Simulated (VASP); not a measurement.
# Hf in VASP: notebook

Hf is run at these levels: PBE; tasks: single point.

All numbers are computed with VASP 6.6.1; they aren't measurements. Logs are shortened: lines on timing, memory, paths and dates and some standing lists are left out, and cuts for length are marked.

## Step 1: The cell of the first run

The cell holds a sheet with vacuum, 1 atom: a = 2.883 Å, b = 2.883 Å, c = 14.000 Å, α = 90.00°, β = 90.00°, γ = 90.00°.

## Step 2: Single point, PBE

The input, INCAR:

```
PREC     = Accurate       # precision mode
ENCUT    = 400            # plane-wave cutoff, eV
EDIFF    = 1E-6           # SCF threshold, eV
ISMEAR   = 0              # smearing method
SIGMA    = 0.1            # smearing width, eV
LREAL    = False          # projectors in reciprocal space
LASPH    = True           # aspherical terms in the spheres
NELM     = 120            # most SCF steps
ALGO     = Normal         # electronic algorithm
ISIF     = 2              # what is computed and relaxed
LWAVE    = False          # write WAVECAR
LCHARG   = False          # write CHGCAR
LDIPOL   = True         
IDIPOL   = 3            
DIPOL    = 0.5 0.5 0.500
GGA      = PE             # functional
NBANDS   = 11             # bands
GGA_COMPAT= False        
NELMDL   = -8
```

The input, KPOINTS:

```
regular mesh
0
Gamma
  6 6 1
```

The input, POSCAR:

```
Hf
1.0
    2.8825310000      0.0000000000      0.0000000000
    0.0000000000      2.8825310000      0.0000000000
    0.0000000000      0.0000000000     14.0000000000
Hf
1
Direct
    0.0000000000      0.0000000000      0.5000000000
```

Potentials or basis: VASP PAW PBE potentials, release 64 (Hf_pv).

Started as:

```bash
> cat potpaw_PBE.64/Hf_pv/POTCAR > POTCAR
> mpirun -np 1 vasp_std > vasp.out
```

OUTCAR:

```text
PREC = Accurate
   ENCUT = 400
   EDIFF = 1E-6
   ISMEAR = 0
   LREAL = False
   LASPH = True
   NELM = 120
   ISIF = 2
   GGA = PE
   NELMDL = -8

 ion  position               nearest neighbor table
   1  0.000  0.000  0.500-

  LATTYP: Found a simple tetragonal cell.
 ALAT       =     2.8825310000
 C/A-ratio  =     4.8568428232

  Lattice vectors:

 A1 = (   2.8825310000,   0.0000000000,   0.0000000000)
 A2 = (   0.0000000000,   2.8825310000,   0.0000000000)
 A3 = (   0.0000000000,   0.0000000000,  14.0000000000)

Analysis of symmetry for initial positions (statically):
=====================================================================
 Subroutine PRICEL returns:
 Original cell was already a primitive cell.

 Routine SETGRP: Setting up the symmetry group for a
 simple tetragonal supercell.

 Subroutine GETGRP returns: Found 16 space group operations
 (whereof 16 operations were pure point group operations)
 out of a pool of 16 trial point group operations.

The static configuration has the point symmetry D_4h.

Analysis of symmetry for dynamics (positions and initial velocities):
=====================================================================
 Subroutine PRICEL returns:
 Original cell was already a primitive cell.

 Routine SETGRP: Setting up the symmetry group for a
 simple tetragonal supercell.

 Subroutine GETGRP returns: Found 16 space group operations
 (whereof 16 operations were pure point group operations)
 out of a pool of 16 trial point group operations.

The dynamic configuration has the point symmetry D_4h.

 Subroutine INISYM returns: Found 16 space group operations
 (whereof 16 operations are pure point group operations),
 and found     1 'primitive' translations

----------------------------------------------------------------------------------------

                                     Primitive cell

  volume of cell :     116.3258

  direct lattice vectors                    reciprocal lattice vectors
     2.882531000  0.000000000  0.000000000     0.346917345  0.000000000  0.000000000
     0.000000000  2.882531000  0.000000000     0.000000000  0.346917345  0.000000000
     0.000000000  0.000000000 14.000000000     0.000000000  0.000000000  0.071428571

  length of vectors
     2.882531000  2.882531000 14.000000000     0.346917345  0.346917345  0.071428571

  position of ions in fractional coordinates (direct lattice)
     0.000000000  0.000000000  0.500000000

  ion indices of the primitive-cell ions
   primitive index   ion index
                 1           1

----------------------------------------------------------------------------------------

 KPOINTS: regular mesh

Automatic generation of k-mesh.
 Grid dimensions read from file:
 generate k-points for:    6    6    1

 Generating k-lattice:

  Cartesian coordinates                     Fractional coordinates (reciprocal lattice)
     0.057819557  0.000000000  0.000000000     0.166666667  0.000000000  0.000000000
     0.000000000  0.057819557  0.000000000     0.000000000  0.166666667  0.000000000
     0.000000000  0.000000000  0.071428571     0.000000000  0.000000000  1.000000000

  Length of vectors
     0.057819557  0.057819557  0.071428571

  Shift w.r.t. Gamma in fractional coordinates (k-lattice)
     0.000000000  0.000000000  0.000000000

 Subroutine IBZKPT returns following result:
 ===========================================

 Found     10 irreducible k-points:

 Following reciprocal coordinates:
            Coordinates               Weight
  0.000000  0.000000  0.000000      1.000000
  0.166667  0.000000  0.000000      4.000000
  0.333333  0.000000  0.000000      4.000000
  0.500000  0.000000  0.000000      2.000000
  0.166667  0.166667  0.000000      4.000000
  0.333333  0.166667  0.000000      8.000000
  0.500000  0.166667  0.000000      4.000000
  0.333333  0.333333  0.000000      4.000000
  0.500000  0.333333  0.000000      4.000000
  0.500000  0.500000  0.000000      1.000000
   k-points           NKPTS =     10   k-points in BZ     NKDIM =     10   number of bands    NBANDS=     11
   number of dos      NEDOS =    301   number of ions     NIONS =      1
   total plane-waves  NPLWV =  38400
   dimension x,y,z NGX =    20 NGY =   20 NGZ =   96
   dimension x,y,z NGXF=    40 NGYF=   40 NGZF=  192
   ions per type =               1
   NGX,Y,Z   is equivalent  to a cutoff of  11.53, 11.53, 11.40 a.u.
   NGXF,Y,Z  is equivalent  to a cutoff of  23.07, 23.07, 22.80 a.u.
 SYSTEM =  unknown system
   PREC   = accura    normal or accurate (medium, high low for compatibility)
   ISTART =      0    job   : 0-new  1-cont  2-samecut
   ICHARG =      2    charge: 1-file 2-atom 10-const
   ISPIN  =      1    spin polarized calculation?
   LNONCOLLINEAR =      F non collinear calculations
   LSORBIT =      F    spin-orbit coupling
   LASPH  =      T    aspherical Exc in radial PAW
   ENCUT  =  400.0 eV  29.40 Ry    5.42 a.u.   4.70  4.70 22.83*2*pi/ulx,y,z
   NELM   =    120;   NELMIN=  2; NELMDL= -8     # of ELM steps
   EDIFF  = 0.1E-05   stopping-criterion for ELM
   LREAL  =      F    real-space projection
   EDIFFG = 0.1E-04   stopping-criterion for IOM
   NSW    =      0    number of steps for IOM
   IBRION =     -1    ionic relax: 0-MD 1-quasi-New 2-CG
   NFREE  =      0    steps in history (QN), initial steepest desc. (CG)
   ISIF   =      2    stress and relaxation
   ISYM   =      2    0-nonsym 1-usesym 2-fastsym
   POTIM  = 0.5000    time-step for ionic-motion
   TEBEG  =    0.0;   TEEND  =   0.0 temperature during run
   PSTRESS=    0.0 pullay stress
   NELECT =      10.0000    total number of electrons
   NUPDOWN=      -1.0000    fix difference up-down
   EMIN   =  10.00;   EMAX   =-10.00  energy-range for DOS
   EFERMI =   0.00;   METHOD = LEGACY
   ISMEAR =     0;   SIGMA  =   0.10  broadening in eV -4-tet -1-fermi 0-gaus
   EFERMI_NEDOS =   21; number of points for ismear=-14 and -15
   IALGO  =     38    algorithm
   IMIX   =      4    mixing-type and parameters
     AMIX     =   0.40;   BMIX     =  1.00
     AMIX_MAG =   1.60;   BMIX_MAG =  1.00
  volume/ion in A,a.u.               =     116.33       785.01
  Fermi-wavevector in a.u.,A,eV,Ry     =   0.722519  1.365364  7.102707  0.522034
  Thomas-Fermi vector in A             =   1.812503
   LORBIT       =      0    0 simple, 1 ext, 2 COOP (PROOUT), +10 PAW based schemes
   GGA     = PE    functional components
   LHFCALC =     F    Hartree Fock is set to
   AEXX    =    0.0000 exact exchange contribution
   IVDW    =     0    specifies the selected vdW correction
   LEPSILON=     F    determine dielectric tensor
   LRPA    =     F    only Hartree local field effects (RPA)
 non-spin polarized calculation
 Gauss-broadening in eV      SIGMA  =   0.10
  energy-cutoff  :      400.00
  volume of cell :      116.33
 maximum number of plane-waves:      2129
 NGX is ok and might be reduce to    20
   NGX =  9   NGY =  9   NGZ = 45

 dipolmoment           0.000000      0.000000      0.000000 electrons x Angstroem

 number of electron      10.0000003 magnetization

 dipolmoment           0.000000      0.000000     -0.000000 electrons x Angstroem

 Free energy of the ion-electron system (eV)
  ---------------------------------------------------
  ext. energy  EPLUGINS =         0.00000000
  ---------------------------------------------------
  free energy    TOTEN  =        -7.35683325 eV

  energy without entropy =       -7.32734858  energy(sigma->0) =       -7.34209091

 E-fermi :  -2.1288     XC(G=0):  -3.5296

 val. band max:       -2.1575014935   @ k =   0.1667   0.1667   0.0000
 cond. band min:      -2.0999188969   @ k =   0.1667   0.0000   0.0000
 fundamental gap:      0.0575825966
 Fermi energy:        -2.1288230543

 k-point     1 :       0.0000    0.0000    0.0000
  band No.  band energies     occupation
      1     -33.3795      2.00000
      2     -32.4300      2.00000
      3     -32.4300      2.00000
      4      -7.1871      2.00000
      5      -3.3885      2.00000
      6      -2.3895      1.99977
      7      -1.9645      0.02013
      8       1.4389      0.00000
      9       2.1625      0.00000
     10       2.1625      0.00000
     11       2.3036      0.00000

 k-point     2 :       0.1667    0.0000    0.0000
  band No.  band energies     occupation
      1     -33.3523      2.00000
      2     -32.6864      2.00000
      3     -32.4083      2.00000
      4      -6.4162      2.00000
      5      -2.8146      2.00000
      6      -2.0999      0.68271
      7      -1.9200      0.00315
      8       1.3182      0.00000
      9       1.9115      0.00000
     10       2.3033      0.00000
     11       3.3379      0.00000

 k-point     3 :       0.3333    0.0000    0.0000
  band No.  band energies     occupation
      1     -33.2973      2.00000
      2     -33.1715      2.00000
      3     -32.3647      2.00000
      4      -4.8240      2.00000
      5      -2.7872      2.00000
      6      -1.7790      0.00000
      7      -0.5572      0.00000
      8       1.6512      0.00000
      9       1.7553      0.00000
     10       2.6030      0.00000
     11       3.2922      0.00000

 k-point     4 :       0.5000    0.0000    0.0000
  band No.  band energies     occupation
      1     -33.4018      2.00000
      2     -33.2696      2.00000
      3     -32.3427      2.00000
      4      -3.8833      2.00000
      5      -3.2161      2.00000
      6      -0.7507      0.00000
      7      -0.7316      0.00000
      8       1.1268      0.00000
      9       2.5645      0.00000
     10       2.7632      0.00000
     11       5.2697      0.00000

 k-point     5 :       0.1667    0.1667    0.0000
  band No.  band energies     occupation
      1     -33.3255      2.00000
      2     -32.6726      2.00000
      3     -32.6509      2.00000
      4      -5.6125      2.00000
      5      -2.1575      1.31494
      6      -2.0860      0.54470
      7      -1.5738      0.00000
      8       0.8613      0.00000
      9       1.9670      0.00000
     10       2.0513      0.00000
     11       2.3841      0.00000

 k-point     6 :       0.3333    0.1667    0.0000
  band No.  band energies     occupation
      1     -33.2715      2.00000
      2     -33.1418      2.00000
      3     -32.6117      2.00000
      4      -3.9803      2.00000
      5      -2.5233      2.00000
      6      -1.2460      0.00000
      7      -0.7896      0.00000
      8       0.4362      0.00000
      9       1.3050      0.00000
     10       2.9664      0.00000
     11       3.7695      0.00000

 k-point     7 :       0.5000    0.1667    0.0000
  band No.  band energies     occupation
      1     -33.3696      2.00000
      2     -33.2443      2.00000
      3     -32.5869      2.00000
      4      -2.9119      2.00000
      5      -2.5763      2.00000
      6      -2.1892      1.60650
      7      -0.3672      0.00000
      8       0.6292      0.00000
      9       2.0655      0.00000
     10       4.2250      0.00000
     11       5.7580      0.00000

 k-point     8 :       0.3333    0.3333    0.0000
  band No.  band energies     occupation
      1     -33.2194      2.00000
      2     -33.0912      2.00000
      3     -33.0711      2.00000
      4      -3.5630      2.00000
      5      -2.0530      0.28355
      6      -0.9939      0.00000
      7      -0.6011      0.00000
      8       1.0920      0.00000
      9       1.3492      0.00000
     10       4.2257      0.00000
     11       5.1634      0.00000

 k-point     9 :       0.5000    0.3333    0.0000
  band No.  band energies     occupation
      1     -33.3045      2.00000
      2     -33.1931      2.00000
      3     -33.0506      2.00000
      4      -3.8705      2.00000
      5      -2.1834      1.55948
      6      -1.0830      0.00000
      7      -0.0160      0.00000
      8       1.3424      0.00000
      9       3.3404      0.00000
     10       5.8721      0.00000
     11       6.4063      0.00000

 k-point    10 :       0.5000    0.5000    0.0000
  band No.  band energies     occupation
      1     -33.2715      2.00000
      2     -33.2715      2.00000
      3     -33.1673      2.00000
      4      -4.5129      2.00000
      5      -1.7249      0.00000
      6      -1.7249      0.00000
      7       0.6533      0.00000
      8       4.1181      0.00000
      9       4.1181      0.00000
     10       6.1594      0.00000
     11       6.6685      0.00000

------------------------ aborting loop because EDIFF is reached ----------------------------------------

 vacuum level on the upper side and lower side of the slab       (xc-potential included)        -0.219        -0.219

  FORCE on cell =-STRESS in cart. coord.  units (eV):
  Direction    XX          YY          ZZ          XY          YZ          ZX
  --------------------------------------------------------------------------------------
  -------------------------------------------------------------------------------------
  Total       -0.8519521     -0.8519521     -0.0097194      0.0000000     -0.0000000      0.0000000
  in kB      -11.7340993    -11.7340993     -0.1338669      0.0000000     -0.0000000      0.0000000
  external PRESSURE =      -7.8673551 kB  Pullay stress =       0.0000000 kB

 VOLUME and BASIS-vectors are now :
 -----------------------------------------------------------------------------
  energy-cutoff  :      400.00
  volume of cell :      116.33
      direct lattice vectors                 reciprocal lattice vectors
     2.882531000  0.000000000  0.000000000     0.346917345  0.000000000  0.000000000
     0.000000000  2.882531000  0.000000000     0.000000000  0.346917345  0.000000000
     0.000000000  0.000000000 14.000000000     0.000000000  0.000000000  0.071428571

 POSITION                                       TOTAL-FORCE (eV/Angst)
 -----------------------------------------------------------------------------------
      0.00000      0.00000      7.00000         0.000000      0.000000      0.000000
 -----------------------------------------------------------------------------------
    total drift:                                0.000000      0.000000      0.000000

  FREE ENERGIE OF THE ION-ELECTRON SYSTEM (eV)
  ---------------------------------------------------
  free  energy   TOTEN  =        -7.3568332495 eV

  energy  without entropy=       -7.3273485790  energy(sigma->0) =       -7.34209091

 vacuum level on the upper side and lower side of the slab         1.670         1.670
```

Run time: 16 s. Hardware: 1 thread of AMD EPYC 9R45 (Zen 5), shared host; peak memory 0.15 GiB.

Results:

```
Free energy            : -7.3568 eV
Band gap on the k mesh : zero (band 5 reaches -1.72 eV, above the bottom of band 6 at -2.39 eV)
```

Caveat: the k points lie up to 0.36 Å⁻¹ apart; spin-orbit coupling is left out, which moves the levels of the heavy elements.

## Step 3: Single point, PBE

This run uses another cell than the first one, of 190.78 Å³/atom, 1.640 times its volume.

The input, INCAR:

```
SYSTEM = Hf
PREC = Accurate ; ENCUT = 400
EDIFF = 1E-6 ; ISMEAR = 0
SIGMA = 0.1 ; LREAL = .FALSE.
LASPH = .TRUE. ; NELM = 120
ALGO = Normal ; ISIF = 2
LWAVE = .FALSE. ; LCHARG = .FALSE.
LDIPOL = .TRUE. ; IDIPOL = 3
DIPOL = 0.5 0.5 0.294 ; GGA = PE
NBANDS = 11 ; GGA_COMPAT = .FALSE.
NELMDL = -8
```

The input, KPOINTS:

```
Automatic mesh
0
G
  6 6 1
  0 0 0
```

The input, POSCAR:

```
Hf
1.0
    2.8312441565      0.0000000000      0.0000000000
    0.0000000000      2.8312441565      0.0000000000
    0.0000000000      0.0000000000     23.8000000000
Hf
1
Direct
    0.0000000000      0.0000000000      0.2941176471
```

Potentials or basis: VASP PAW PBE potentials, release 64 (Hf_pv).

Started as:

```bash
> cat potpaw_PBE.64/Hf_pv/POTCAR > POTCAR
> mpirun -np 1 vasp_std > vasp.out
```

Run time: 25 s. Hardware: 1 thread of AMD EPYC 9R45 (Zen 5), shared host; peak memory 0.18 GiB.

The run converged. Its results:

```yaml
Free_energy: -7.3736 eV
Band_gap_on_the_k_mesh: zero (band 5 reaches -2.49 eV, above the bottom of band 6 at -3.21 eV)
```

Levels at points of the mesh, in eV from the Fermi level:
```tsv
k point	band 1	band 2	band 3	band 4	band 5	band 6	band 7	band 8	band 9	band 10
(0.00, 0.00, 0.00)	-31.13	-30.12	-30.12	-5.12	-1.35	-0.31	0.17	3.72	3.95	4.26
(0.50, 0.00, 0.00)	-31.26	-30.99	-30.02	-1.73	-1.18	1.49	1.56	3.42	4.88	5.23
(0.50, 0.50, 0.00)	-31.10	-31.10	-30.87	-2.58	0.41	0.41	3.01	6.67	6.67	8.44
```

Caveat: the k points lie up to 0.37 Å⁻¹ apart; spin-orbit coupling is left out, which moves the levels of the heavy elements.
